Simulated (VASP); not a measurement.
# NaCaI2 (P4/mmm) in VASP: a series of runs

NaCaI2 is run at these levels: PBE; tasks: relaxation of cell and atoms, single point.

Everything below comes from runs of VASP 6.6.1. Logs are shortened: lines on timing, memory, paths and dates and some standing lists are left out, and cuts for length are marked.

## (1) The cell of the first run

It takes space group P4/mmm (No. 123, tetragonal). The conventional cell has a = 4.017 Å, b = 4.017 Å, c = 8.092 Å, α = 90.00°, β = 90.00°, γ = 90.00°. Na (site symmetry 4/mmm) has 8 I at 3.56 Å and 4 Na at 4.02 Å and 2 Ca at 4.05 Å within 4.7 Å. Ca (site symmetry 4/mmm) has 8 I at 3.42 Å and 4 Ca at 4.02 Å and 2 Na at 4.05 Å within 4.5 Å. I (site symmetry 4mm) has 4 Ca at 3.42 Å and 4 Na at 3.56 Å and 6 I at 3.79 to 4.30 Å within 4.5 Å.

## (2) Relaxation of cell and atoms, PBE

Contents of INCAR:

```
ALGO = Normal
EDIFF = 1E-6
EDIFFG = -0.01
ENCUT = 600
GGA = PE
IBRION = 2
ISIF = 3
ISMEAR = 0
LASPH = True
LCHARG = False
LREAL = False
LWAVE = False
NELM = 100
NSW = 100
PREC = Accurate
SIGMA = 0.1
```

Contents of KPOINTS:

```
k-points
0
Gamma
  12 12 6
```

Contents of POSCAR:

```
NaCaI2
1.0
    4.0166594229      0.0000000000      0.0000000000
    0.0000000000      4.0166594229      0.0000000000
    0.0000000000      0.0000000000      8.0916844255
Na Ca I
1 1 2
Direct
    0.0000000000      0.0000000000      0.5000000000
    0.0000000000      0.0000000000      0.0000000000
    0.5000000000      0.5000000000      0.7655108643
    0.5000000000      0.5000000000      0.2344891357
```

Potentials or basis: VASP PAW PBE potentials, release 64 (Na_pv, Ca_sv, I).

Command:

```bash
> cat potpaw_PBE.64/Na_pv/POTCAR potpaw_PBE.64/Ca_sv/POTCAR potpaw_PBE.64/I/POTCAR > POTCAR
> mpirun -np 1 vasp_std > vasp.out
```

OUTCAR:

```text
EDIFF = 1E-6
   EDIFFG = -0.01
   ENCUT = 600
   GGA = PE
   IBRION = 2
   ISIF = 3
   ISMEAR = 0
   LASPH = True
   LREAL = False
   NELM = 100
   NSW = 100
   PREC = Accurate

 ion  position               nearest neighbor table
   1  0.000  0.000  0.500-
   2  0.000  0.000  0.000-
   3  0.500  0.500  0.766-
   4  0.500  0.500  0.234-

  LATTYP: Found a simple tetragonal cell.
 ALAT       =     4.0166594229
 C/A-ratio  =     2.0145308759

  Lattice vectors:

 A1 = (   4.0166594229,   0.0000000000,   0.0000000000)
 A2 = (   0.0000000000,   4.0166594229,   0.0000000000)
 A3 = (   0.0000000000,   0.0000000000,   8.0916844255)

Analysis of symmetry for initial positions (statically):
=====================================================================
 Subroutine PRICEL returns:
 Original cell was already a primitive cell.

 Routine SETGRP: Setting up the symmetry group for a
 simple tetragonal supercell.

 Subroutine GETGRP returns: Found 16 space group operations
 (whereof 16 operations were pure point group operations)
 out of a pool of 16 trial point group operations.

The static configuration has the point symmetry D_4h.

Analysis of symmetry for dynamics (positions and initial velocities):
=====================================================================
 Subroutine PRICEL returns:
 Original cell was already a primitive cell.

 Routine SETGRP: Setting up the symmetry group for a
 simple tetragonal supercell.

 Subroutine GETGRP returns: Found 16 space group operations
 (whereof 16 operations were pure point group operations)
 out of a pool of 16 trial point group operations.

The dynamic configuration has the point symmetry D_4h.

 Subroutine INISYM returns: Found 16 space group operations
 (whereof 16 operations are pure point group operations),
 and found     1 'primitive' translations

----------------------------------------------------------------------------------------

                                     Primitive cell

  volume of cell :     130.5476

  direct lattice vectors                    reciprocal lattice vectors
     4.016659423  0.000000000  0.000000000     0.248963105  0.000000000  0.000000000
     0.000000000  4.016659423  0.000000000     0.000000000  0.248963105  0.000000000
     0.000000000  0.000000000  8.091684426     0.000000000  0.000000000  0.123583663

  length of vectors
     4.016659423  4.016659423  8.091684426     0.248963105  0.248963105  0.123583663

  position of ions in fractional coordinates (direct lattice)
     0.000000000  0.000000000  0.500000000
     0.000000000  0.000000000  0.000000000
     0.500000000  0.500000000  0.765510864
     0.500000000  0.500000000  0.234489136

  ion indices of the primitive-cell ions
   primitive index   ion index
                 1           1
                 2           2
                 3           3
                 4           4

----------------------------------------------------------------------------------------

 KPOINTS: k-points

Automatic generation of k-mesh.
 Grid dimensions read from file:
 generate k-points for:   12   12    6

 Generating k-lattice:

  Cartesian coordinates                     Fractional coordinates (reciprocal lattice)
     0.020746925  0.000000000  0.000000000     0.083333333  0.000000000  0.000000000
     0.000000000  0.020746925  0.000000000     0.000000000  0.083333333  0.000000000
     0.000000000  0.000000000  0.020597277     0.000000000  0.000000000  0.166666667

  Length of vectors
     0.020746925  0.020746925  0.020597277

  Shift w.r.t. Gamma in fractional coordinates (k-lattice)
     0.000000000  0.000000000  0.000000000

 Subroutine IBZKPT returns following result:
 ===========================================

 Found    112 irreducible k-points:

 Following reciprocal coordinates:
            Coordinates               Weight
  0.000000  0.000000  0.000000      1.000000
  0.083333  0.000000  0.000000      4.000000
  0.166667  0.000000  0.000000      4.000000
  0.250000  0.000000  0.000000      4.000000
  0.333333  0.000000  0.000000      4.000000
  0.416667  0.000000  0.000000      4.000000
[... 16 lines left out ...]
  0.333333  0.333333  0.000000      4.000000
  0.416667  0.333333  0.000000      8.000000
 [... further k-points ...]
   k-points           NKPTS =    112   k-points in BZ     NKDIM =    112   number of bands    NBANDS=     19
   number of dos      NEDOS =    301   number of ions     NIONS =      4
   total plane-waves  NPLWV =  71680
   dimension x,y,z NGX =    32 NGY =   32 NGZ =   70
   dimension x,y,z NGXF=    64 NGYF=   64 NGZF=  140
   ions per type =               1   1   2
   NGX,Y,Z   is equivalent  to a cutoff of  13.24, 13.24, 14.38 a.u.
   NGXF,Y,Z  is equivalent  to a cutoff of  26.49, 26.49, 28.76 a.u.
 SYSTEM =  unknown system
   PREC   = accura    normal or accurate (medium, high low for compatibility)
   ISTART =      0    job   : 0-new  1-cont  2-samecut
   ICHARG =      2    charge: 1-file 2-atom 10-const
   ISPIN  =      1    spin polarized calculation?
   LNONCOLLINEAR =      F non collinear calculations
   LSORBIT =      F    spin-orbit coupling
   LASPH  =      T    aspherical Exc in radial PAW
   ENCUT  =  600.0 eV  44.10 Ry    6.64 a.u.   8.02  8.02 16.16*2*pi/ulx,y,z
   NELM   =    100;   NELMIN=  2; NELMDL= -5     # of ELM steps
   EDIFF  = 0.1E-05   stopping-criterion for ELM
   LREAL  =      F    real-space projection
   EDIFFG = -.1E-01   stopping-criterion for IOM
   NSW    =    100    number of steps for IOM
   IBRION =      2    ionic relax: 0-MD 1-quasi-New 2-CG
   NFREE  =      1    steps in history (QN), initial steepest desc. (CG)
   ISIF   =      3    stress and relaxation
   ISYM   =      2    0-nonsym 1-usesym 2-fastsym
   POTIM  = 0.5000    time-step for ionic-motion
   TEBEG  =    0.0;   TEEND  =   0.0 temperature during run
   PSTRESS=    0.0 pullay stress
   NELECT =      31.0000    total number of electrons
   NUPDOWN=      -1.0000    fix difference up-down
   EMIN   =  10.00;   EMAX   =-10.00  energy-range for DOS
   EFERMI =   0.00;   METHOD = LEGACY
   ISMEAR =     0;   SIGMA  =   0.10  broadening in eV -4-tet -1-fermi 0-gaus
   EFERMI_NEDOS =   21; number of points for ismear=-14 and -15
   IALGO  =     38    algorithm
   IMIX   =      4    mixing-type and parameters
     AMIX     =   0.40;   BMIX     =  1.00
     AMIX_MAG =   1.60;   BMIX_MAG =  1.00
  volume/ion in A,a.u.               =      32.64       220.24
  Fermi-wavevector in a.u.,A,eV,Ry     =   1.013769  1.915746 13.983087  1.027728
  Thomas-Fermi vector in A             =   2.146957
   LORBIT       =      0    0 simple, 1 ext, 2 COOP (PROOUT), +10 PAW based schemes
   GGA     = PE    functional components
   LHFCALC =     F    Hartree Fock is set to
   AEXX    =    0.0000 exact exchange contribution
   IVDW    =     0    specifies the selected vdW correction
   LEPSILON=     F    determine dielectric tensor
   LRPA    =     F    only Hartree local field effects (RPA)
 conjugate gradient relaxation of ions
 non-spin polarized calculation
 Gauss-broadening in eV      SIGMA  =   0.10
  energy-cutoff  :      600.00
  volume of cell :      130.55
 maximum number of plane-waves:      4400
   NGX = 17   NGY = 17   NGZ = 33

--------------------------------------- Ionic step        1  -------------------------------------------

 number of electron      30.9999988 magnetization

 Free energy of the ion-electron system (eV)
  ---------------------------------------------------
  ext. energy  EPLUGINS =         0.00000000
  ---------------------------------------------------
  free energy    TOTEN  =       -10.28506852 eV

  energy without entropy =      -10.27113017  energy(sigma->0) =      -10.27809934

------------------------ aborting loop because EDIFF is reached ----------------------------------------

  FORCE on cell =-STRESS in cart. coord.  units (eV):
  Direction    XX          YY          ZZ          XY          YZ          ZX
  --------------------------------------------------------------------------------------
  -------------------------------------------------------------------------------------
  Total       -0.0977912     -0.0977912     -0.0131734      0.0000000     -0.0000000      0.0000000
  in kB       -1.2001662     -1.2001662     -0.1616733      0.0000000     -0.0000000      0.0000000
  external PRESSURE =      -0.8540019 kB  Pullay stress =       0.0000000 kB
[... 99 lines left out ...]
  energy  without entropy=      -10.2714436156  energy(sigma->0) =      -10.27836856

--------------------------------------- Ionic step        4  -------------------------------------------

 number of electron      30.9999988 magnetization

 Free energy of the ion-electron system (eV)
  ---------------------------------------------------
  ext. energy  EPLUGINS =         0.00000000
  ---------------------------------------------------
  free energy    TOTEN  =       -10.28531136 eV

  energy without entropy =      -10.27146391  energy(sigma->0) =      -10.27838764

 E-fermi :   5.6201     XC(G=0):  -8.4405

 val. band max:        5.6189252400   @ k =   0.3333   0.1667   0.1667
 cond. band min:       5.6230858976   @ k =   0.4167   0.1667   0.3333
 fundamental gap:      0.0041606576
 Fermi energy:         5.6201329051

 k-point     1 :       0.0000    0.0000    0.0000
  band No.  band energies     occupation
      1     -37.2108      2.00000
      2     -20.5538      2.00000
      3     -20.5538      2.00000
      4     -20.5489      2.00000
      5     -18.2733      2.00000
      6     -18.1861      2.00000
[... 11 lines left out ...]
     18       6.1729      0.00000
     19       7.1420      0.00000
[... 489 lines left out ...]
      3     -20.5595      2.00000
      4     -20.5471      2.00000
      5     -18.2571      2.00000
      6     -18.2406      2.00000
[... 11 lines left out ...]
     18       6.7461      0.00000
     19       6.8279      0.00000

 [... further k-points ...]
[... 5 lines left out ...]
  --------------------------------------------------------------------------------------
  -------------------------------------------------------------------------------------
  Total       -0.0010553     -0.0010553     -0.0003990      0.0000000     -0.0000000      0.0000000
  in kB       -0.0130090     -0.0130090     -0.0049182      0.0000000     -0.0000000      0.0000000
  external PRESSURE =      -0.0103121 kB  Pullay stress =       0.0000000 kB
[... 19 lines left out ...]
  FREE ENERGIE OF THE ION-ELECTRON SYSTEM (eV)
  ---------------------------------------------------
  free  energy   TOTEN  =       -10.2853113628 eV

  energy  without entropy=      -10.2714639108  energy(sigma->0) =      -10.27838764

 reached required accuracy - stopping structural energy minimisation
```

Wall time 4.1 min (1 thread of Intel Xeon 6975P-C (Granite Rapids), shared host); peak memory 0.54 GiB.

Results:

- Free energy: -10.2853 eV
- Relaxed volume: 32.49 Å³/atom
- Relaxed cell: a = 4.008 Å, b = 4.008 Å, c = 8.091 Å, α = 90.00°, β = 90.00°, γ = 90.00°
- Space group after relaxing (to 0.05 Å): P4/mmm (No. 123)
- Energy gained by relaxing: 0.1 meV/atom
- Ionic steps: 4
- Pressure after relaxing: 0.0 GPa
- Largest force after relaxing: 0.009 eV/Å

Forces in eV/Å, atoms in the order of the input:
```
Na   0.000  0.000  0.000
Ca   0.000  0.000  0.000
I    0.000  0.000 -0.009
I    0.000  0.000  0.009
```

The path:
```tsv
step	energy change (eV)	largest force (eV/Å)	pressure (GPa)	volume (Å³)
1	0.0000	0.0122	-0.09	130.55
2	-0.0002	0.0125	-0.03	130.22
3	-0.0002	0.0127	0.01	129.96
4	-0.0002	0.0094	0.00	129.97
```

Final structure:
```xyz
4
Lattice="4.0081 0.0000 0.0000 0.0000 4.0081 0.0000 0.0000 0.0000 8.0908" Properties=species:S:1:pos:R:3 pbc="T T T"
Na    4.0081    0.0000    4.0454
Ca    4.0081    0.0000    0.0000
I     2.0040    2.0040    6.1918
I     2.0040    2.0040    1.8990
```

Caveat: spin-orbit coupling is left out, which moves the levels of the heavy elements; an odd number of electrons without spin polarisation forces a metal; a magnetic or distorted state may lie lower.

## (3) Single point, PBE

This run uses another cell than the first one, of 18.92 Å³/atom, 0.580 times its volume.

Contents of INCAR:

```
ALGO     = Normal         # electronic algorithm
EDIFF    = 1E-6           # SCF threshold, eV
ENCUT    = 520            # plane-wave cutoff, eV
GGA      = PE             # functional
ISIF     = 2              # what is computed and relaxed
ISMEAR   = 0              # smearing method
LASPH    = T              # aspherical terms in the spheres
LCHARG   = F              # write CHGCAR
LREAL    = F              # projectors in reciprocal space
LWAVE    = F              # write WAVECAR
NBANDS   = 24             # bands
NELM     = 100            # most SCF steps
PREC     = Accurate       # precision mode
SIGMA    = 0.1            # smearing width, eV
```

Contents of KPOINTS:

```
k-points
0
Gamma
  6 6 4
```

Contents of POSCAR:

```
NaCaI2
1.0
    3.5706069400      0.0000000000      0.0000000000
    0.0000000000      3.5706069400      0.0000000000
    0.0000000000      0.0000000000      5.9371586200
Na Ca I
1 1 2
Direct
    0.0000000000      0.0000000000      0.5000000000
    0.0000000000      0.0000000000      0.0000000000
    0.5000000000      0.5000000000      0.7108082100
    0.5000000000      0.5000000000      0.2891917900
```

Potentials or basis: VASP PAW PBE potentials, release 64 (Na_pv, Ca_sv, I).

Command:

```bash
> cat potpaw_PBE.64/Na_pv/POTCAR potpaw_PBE.64/Ca_sv/POTCAR potpaw_PBE.64/I/POTCAR > POTCAR
> mpirun -np 1 vasp_std > vasp.out
```

OUTCAR:

```text
EDIFF = 1E-6
   ENCUT = 520
   GGA = PE
   ISIF = 2
   ISMEAR = 0
   LASPH = T
   LREAL = F
   NELM = 100
   PREC = Accurate

 ion  position               nearest neighbor table
   1  0.000  0.000  0.500-   3 2.82   4 2.82   3 2.82   4 2.82   3 2.82   4 2.82   3 2.82   4 2.82
                             2 2.97   2 2.97
   2  0.000  0.000  0.000-   1 2.97   1 2.97   4 3.05   3 3.05   3 3.05   4 3.05   3 3.05   4 3.05
                             3 3.05   4 3.05
[... 848 lines left out ...]

 [... further k-points ...]
[... 5 lines left out ...]
  --------------------------------------------------------------------------------------
  -------------------------------------------------------------------------------------
  Total       13.4245860     13.4245860     41.6018151      0.0000000      0.0000000      0.0000000
  in kB      284.1507087    284.1507087    880.5623669      0.0000000      0.0000000      0.0000000
  external PRESSURE =     482.9545948 kB  Pullay stress =       0.0000000 kB

 VOLUME and BASIS-vectors are now :
 -----------------------------------------------------------------------------
  energy-cutoff  :      520.00
  volume of cell :       75.69
      direct lattice vectors                 reciprocal lattice vectors
     3.570606940  0.000000000  0.000000000     0.280064431  0.000000000  0.000000000
     0.000000000  3.570606940  0.000000000     0.000000000  0.280064431  0.000000000
     0.000000000  0.000000000  5.937158620     0.000000000  0.000000000  0.168430737

 POSITION                                       TOTAL-FORCE (eV/Angst)
 -----------------------------------------------------------------------------------
      0.00000      0.00000      2.96858         0.000000      0.000000      0.000000
      0.00000      0.00000      0.00000         0.000000      0.000000      0.000000
      1.78530      1.78530      4.22018         0.000000     -0.000000      9.896058
      1.78530      1.78530      1.71698        -0.000000     -0.000000     -9.896058
 -----------------------------------------------------------------------------------
    total drift:                               -0.000000      0.000000      0.000000

  FREE ENERGIE OF THE ION-ELECTRON SYSTEM (eV)
  ---------------------------------------------------
  free  energy   TOTEN  =        -3.1385078500 eV

  energy  without entropy=       -3.1282201662  energy(sigma->0) =       -3.13336401
```

Run time: 44 s. Hardware: 1 thread of Intel Xeon Platinum 8259CL at 2.50GHz (Skylake/Cascade Lake), shared host; peak memory 0.21 GiB.

Results:

* Free energy: -3.1385 eV
* Pressure: 48.3 GPa
* Largest force: 9.896 eV/Å

Forces in eV/Å, atoms in the order of the input:
```
Na   0.000  0.000  0.000
Ca   0.000  0.000  0.000
I    0.000  0.000  9.896
I    0.000  0.000 -9.896
```

Stress tensor (GPa, compression positive):
```
28.42  0.00  0.00
 0.00 28.42  0.00
 0.00  0.00 88.06
```

Levels at points of the mesh, in eV from the Fermi level:
```csv
k point,band 12,band 13,band 14,band 15,band 16,band 17,band 18,band 19,band 20,band 21
"(0.00, 0.00, 0.00)",-5.27,-3.49,-3.49,-1.07,-0.80,-0.26,2.36,2.70,3.43,3.72
"(0.50, 0.00, 0.00)",-6.60,-5.14,-2.39,-1.34,-0.32,1.78,1.78,2.07,2.12,2.71
"(0.50, 0.50, 0.00)",-8.38,-6.68,-6.68,-1.69,0.92,0.98,0.98,1.85,3.69,3.93
"(0.00, 0.00, 0.50)",-5.29,-4.70,-3.41,-3.41,-0.67,0.78,0.90,1.36,3.12,3.12
"(0.50, 0.00, 0.50)",-7.17,-4.71,-3.35,-3.29,0.21,1.54,1.89,2.49,3.62,3.80
"(0.50, 0.50, 0.50)",-6.57,-6.57,-6.37,-3.26,-0.37,-0.33,1.09,1.09,4.14,4.14
```

Caveat: spin-orbit coupling is left out, which moves the levels of the heavy elements; an odd number of electrons without spin polarisation forces a metal; a magnetic or distorted state may lie lower.
